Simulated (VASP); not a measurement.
# GaP (I4mm) in VASP: single point with PBE

Aim: the single point of GaP with PBE.

Everything below comes from runs of VASP 6.6.1. Logs are shortened: lines on timing, memory, paths and dates and some standing lists are left out, and cuts for length are marked.

## Step 1: The cell of the first run

The structure is tetragonal, space group I4mm (No. 107). The conventional cell has a = 3.575 Å, b = 3.575 Å, c = 5.564 Å, α = 90.00°, β = 90.00°, γ = 90.00°. Ga (site symmetry 4mm) has 5 P at 2.38 to 2.56 Å within 3.1 Å. P (site symmetry 4mm) has 5 Ga at 2.38 to 2.56 Å within 3.1 Å.

## Step 2: Single point, PBE

Input file INCAR:

```
SYSTEM = GaP
ALGO = Normal ; EDIFF = 1E-6
ENCUT = 520 ; GGA = PE
ISIF = 2 ; ISMEAR = -1
LASPH = .True. ; LCHARG = .False.
LREAL = .False. ; LWAVE = .False.
NBANDS = 16 ; NELM = 60
PREC = Accurate ; SIGMA = 0.1
```

Input file KPOINTS:

```
k-points
0
Gamma
  12 12 12
  0 0 0
```

Input file POSCAR:

```
GaP
1.0
    0.0000000000      3.5745170000      0.0000000000
    3.5745170000      0.0000000000      0.0000000000
    1.7872580000      1.7872580000     -2.7818900000
Ga P
1 1
Direct
    0.0000000000      0.0000000000      0.0000000000
    0.4280000000      0.4280000000      0.1440000000
```

Potentials or basis: VASP PAW PBE potentials, release 64 (Ga_d, P).

The run is started by

```console
cat potpaw_PBE.64/Ga_d/POTCAR potpaw_PBE.64/P/POTCAR > POTCAR
mpirun -np 1 vasp_std > vasp.out
```

OUTCAR:

```text
SYSTEM = GaP
   EDIFF = 1E-6
   ENCUT = 520
   GGA = PE
   ISIF = 2
   ISMEAR = -1
   LASPH = .True.
   LREAL = .False.
   NELM = 60
   PREC = Accurate

 ion  position               nearest neighbor table
   1  0.000  0.000  0.000-   2 2.38   2 2.56   2 2.56   2 2.56   2 2.56
   2  0.428  0.428  0.144-   1 2.38   1 2.56   1 2.56   1 2.56   1 2.56

  LATTYP: Found a body centered tetragonal cell.
 ALAT       =     3.5745170000
 C/A-ratio  =     1.5565123903

  Lattice vectors:

 A1 = (  -1.7872580000,   1.7872590000,   2.7818900000)
 A2 = (   1.7872590000,  -1.7872580000,   2.7818900000)
 A3 = (   1.7872580000,   1.7872580000,  -2.7818900000)

Analysis of symmetry for initial positions (statically):
=====================================================================
 Subroutine PRICEL returns:
 Original cell was already a primitive cell.

 Routine SETGRP: Setting up the symmetry group for a
 body centered tetragonal supercell.

 Subroutine GETGRP returns: Found  8 space group operations
 (whereof  8 operations were pure point group operations)
 out of a pool of 16 trial point group operations.

The static configuration has the point symmetry C_4v.

Analysis of symmetry for dynamics (positions and initial velocities):
=====================================================================
 Subroutine PRICEL returns:
 Original cell was already a primitive cell.

 Routine SETGRP: Setting up the symmetry group for a
 body centered tetragonal supercell.

 Subroutine GETGRP returns: Found  8 space group operations
 (whereof  8 operations were pure point group operations)
 out of a pool of 16 trial point group operations.

The dynamic configuration has the point symmetry C_4v.

 Subroutine INISYM returns: Found  8 space group operations
 (whereof  8 operations are pure point group operations),
 and found     1 'primitive' translations

----------------------------------------------------------------------------------------

                                     Primitive cell

  volume of cell :      35.5447

  direct lattice vectors                    reciprocal lattice vectors
     0.000000000  3.574517000  0.000000000     0.000000000  0.279758076  0.179733872
     3.574517000  0.000000000  0.000000000     0.279758076  0.000000000  0.179733872
     1.787258000  1.787258000 -2.781890000     0.000000000  0.000000000 -0.359467844

  length of vectors
[... 75 lines left out ...]
   ICHARG =      2    charge: 1-file 2-atom 10-const
   ISPIN  =      1    spin polarized calculation?
   LNONCOLLINEAR =      F non collinear calculations
   LSORBIT =      F    spin-orbit coupling
   LASPH  =      T    aspherical Exc in radial PAW
   ENCUT  =  520.0 eV  38.22 Ry    6.18 a.u.   6.65  6.65  6.99*2*pi/ulx,y,z
   NELM   =     60;   NELMIN=  2; NELMDL= -5     # of ELM steps
   EDIFF  = 0.1E-05   stopping-criterion for ELM
   LREAL  =      F    real-space projection
   EDIFFG = 0.1E-04   stopping-criterion for IOM
   NSW    =      0    number of steps for IOM
   IBRION =     -1    ionic relax: 0-MD 1-quasi-New 2-CG
   NFREE  =      0    steps in history (QN), initial steepest desc. (CG)
   ISIF   =      2    stress and relaxation
   ISYM   =      2    0-nonsym 1-usesym 2-fastsym
   POTIM  = 0.5000    time-step for ionic-motion
   TEBEG  =    0.0;   TEEND  =   0.0 temperature during run
   PSTRESS=    0.0 pullay stress
   NELECT =      18.0000    total number of electrons
   NUPDOWN=      -1.0000    fix difference up-down
   EMIN   =  10.00;   EMAX   =-10.00  energy-range for DOS
   EFERMI =   0.00;   METHOD = LEGACY
   ISMEAR =    -1;   SIGMA  =   0.10  broadening in eV -4-tet -1-fermi 0-gaus
   EFERMI_NEDOS =   21; number of points for ismear=-14 and -15
   IALGO  =     38    algorithm
   IMIX   =      4    mixing-type and parameters
     AMIX     =   0.40;   BMIX     =  1.00
     AMIX_MAG =   1.60;   BMIX_MAG =  1.00
  volume/ion in A,a.u.               =      17.77       119.93
  Fermi-wavevector in a.u.,A,eV,Ry     =   1.304891  2.465886 23.167177  1.702739
  Thomas-Fermi vector in A             =   2.435796
   LORBIT       =      0    0 simple, 1 ext, 2 COOP (PROOUT), +10 PAW based schemes
   GGA     = PE    functional components
   LHFCALC =     F    Hartree Fock is set to
   AEXX    =    0.0000 exact exchange contribution
   IVDW    =     0    specifies the selected vdW correction
   LEPSILON=     F    determine dielectric tensor
   LRPA    =     F    only Hartree local field effects (RPA)
 non-spin polarized calculation
  energy-cutoff  :      520.00
  volume of cell :       35.54
 maximum number of plane-waves:       990
   NGX = 13   NGY = 13   NGZ = 13

 number of electron      18.0000007 magnetization

 Free energy of the ion-electron system (eV)
  ---------------------------------------------------
  ext. energy  EPLUGINS =         0.00000000
  ---------------------------------------------------
  free energy    TOTEN  =        -8.35154813 eV

  energy without entropy =       -8.31952351  energy(sigma->0) =       -8.33553582

 E-fermi :   5.9599     XC(G=0): -10.7560

 val. band max:        5.9590931670   @ k =  -0.0833  -0.0833   0.4167
 cond. band min:       5.9662135330   @ k =   0.1667   0.0000  -0.0000
 fundamental gap:      0.0071203660
 Fermi energy:         5.9598805948

 k-point     1 :       0.0000    0.0000    0.0000
  band No.  band energies     occupation
      1      -8.6666      2.00000
      2      -8.6305      2.00000
      3      -8.6288      2.00000
      4      -8.6125      2.00000
      5      -8.6125      2.00000
      6      -6.9759      2.00000
[... 433 lines left out ...]
      3      -8.6235      2.00000
      4      -8.5880      2.00000
      5      -8.5729      2.00000
      6      -4.7668      2.00000
[... 8 lines left out ...]
     15      18.3747      0.00000
     16      19.2447      0.00000

 [... further k-points ...]
[... 5 lines left out ...]
  --------------------------------------------------------------------------------------
  -------------------------------------------------------------------------------------
  Total       -0.3706246     -0.3706246      1.1487005      0.0000000      0.0000002      0.0000002
  in kB      -16.7059106    -16.7059106     51.7776947      0.0000000      0.0000093      0.0000093
  external PRESSURE =       6.1219578 kB  Pullay stress =       0.0000000 kB

 VOLUME and BASIS-vectors are now :
 -----------------------------------------------------------------------------
  energy-cutoff  :      520.00
  volume of cell :       35.54
      direct lattice vectors                 reciprocal lattice vectors
     0.000000000  3.574517000  0.000000000     0.000000000  0.279758076  0.179733872
     3.574517000  0.000000000  0.000000000     0.279758076  0.000000000  0.179733872
     1.787258000  1.787258000 -2.781890000     0.000000000  0.000000000 -0.359467844

 POSITION                                       TOTAL-FORCE (eV/Angst)
 -----------------------------------------------------------------------------------
      0.00000      0.00000      0.00000        -0.000000     -0.000000     -0.005135
      1.78726      1.78726     -0.40059         0.000000      0.000000      0.005135
 -----------------------------------------------------------------------------------
    total drift:                               -0.000003     -0.000003     -0.000284

  FREE ENERGIE OF THE ION-ELECTRON SYSTEM (eV)
  ---------------------------------------------------
  free  energy   TOTEN  =        -8.3515481272 eV

  energy  without entropy=       -8.3195235125  energy(sigma->0) =       -8.33553582
```

stdout:

```text
POSCAR found type information on POSCAR GaP
 POSCAR found :  2 types and       2 ions
 scaLAPACK will be used
 LDA part: xc-table for (Slater+PW92), standard interpolation
 POSCAR, INCAR and KPOINTS ok, starting setup
 FFT: planning ... GRIDC
 FFT: planning ... GRID_SOFT
 FFT: planning ... GRID
 WAVECAR not read
 entering main loop
```

Wall time 2.2 min (1 thread of AMD EPYC 7R43 (Zen 3), shared host); peak memory 0.19 GiB.

What came out:

```yaml
Free_energy: -8.3515 eV
Pressure: 0.6 GPa
Largest_force: 0.005 eV/Å
Band_gap_on_the_k_mesh: zero (band 9 reaches 6.64 eV, above the bottom of band 10 at 4.09 eV)
```

Forces on the atoms (eV/Å):
```
Ga   0.000  0.000 -0.005
P    0.000  0.000  0.005
```

Stress tensor (GPa, compression positive):
```
-1.67  0.00  0.00
 0.00 -1.67  0.00
 0.00  0.00  5.18
```
